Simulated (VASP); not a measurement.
Wanted: the native input for a VASP 6.6.1 run.

```yaml
Task: single point
Functional: B3LYP
Potentials_or_basis: VASP PAW PBE potentials, release 64 (Ta_sv_GW, N)
Cutoff: 520 eV
k_mesh: 5 × 5 × 3
Occupations: fermi-dirac, width 0.05 eV
Spin: no spin polarisation
Dipole_correction: no
Grid_for_exact_exchange_PRECFOCK: Normal
Further_INCAR_settings: ALGO = Normal; EDIFF = 1e-06; NBANDS = 22
Share_of_exact_exchange: 0.2
```

Crystal: Ta2N.

```
Ta N
1.0
     3.11286    0.00000    0.00000
    -1.55643    2.69582    0.00000
     0.00000    0.00000    4.86984
Ta N
2 1
Direct
  0.33333 0.66667 0.25471
  0.66667 0.33333 0.74529
  0.00000 0.00000 0.00000
```

The input as run:

POSCAR

```
Ta2N
1.0
    3.1128615060      0.0000000000      0.0000000000
   -1.5564307530      2.6958171426      0.0000000000
    0.0000000000      0.0000000000      4.8698410000
Ta N
2 1
Direct
    0.3333333333      0.6666666667      0.2547110000
    0.6666666667      0.3333333333      0.7452890000
    0.0000000000      0.0000000000      0.0000000000
```

INCAR.step1

```
ALGO = Normal
EDIFF = 1E-5
ENCUT = 520
GGA = PE
GGA_COMPAT = F
ISIF = 2
ISMEAR = -1
LASPH = T
LREAL = F
LWAVE = T
NBANDS = 22
NELM = 120
PREC = Accurate
SIGMA = 0.05
```

INCAR.step2

```
AEXX = 0.2
AGGAC = 0.81
AGGAX = 0.72
ALDAC = 0.19
ALGO = Normal
EDIFF = 1E-6
ENCUT = 520
GGA = B3
GGA_COMPAT = F
ISIF = 2
ISMEAR = -1
ISTART = 1
LASPH = T
LCHARG = T
LELF = T
LHFCALC = T
LREAL = F
LVHAR = T
LWAVE = F
NBANDS = 22
NELM = 120
PREC = Accurate
PRECFOCK = Normal
SIGMA = 0.05
```

KPOINTS

```
k-points
0
Gamma
  5 5 3
```

Potentials or basis: VASP PAW PBE potentials, release 64 (Ta_sv_GW, N).

Launch:

```sh
$ cat potpaw_PBE.64/Ta_sv_GW/POTCAR potpaw_PBE.64/N/POTCAR > POTCAR
$ cp INCAR.step1 INCAR
$ mpirun -np 1 vasp_std > vasp.out
$ cp INCAR.step2 INCAR
$ mpirun -np 1 vasp_std > vasp.out
```

Results of the run:

| Property | Result |
| --- | --- |
| Pressure | 0.0 GPa |
| Largest force | 0.348 eV/Å |
| Band gap on the k mesh | zero (an odd number of electrons rules out a gap without spin polarisation) |

Caveat: the k points lie up to 0.47 Å⁻¹ apart, too coarse for converged energies and pressures of a metal; the PAW data sets were made with another functional, which shifts forces and pressure a little; spin-orbit coupling is left out, which moves the levels of the heavy elements.

Wall time 30 min on 1 thread of Intel(R) Xeon(R) Platinum 8259CL CPU @ 2.50GHz (Skylake/Cascade Lake), on a shared host, peak memory 0.18 GiB.
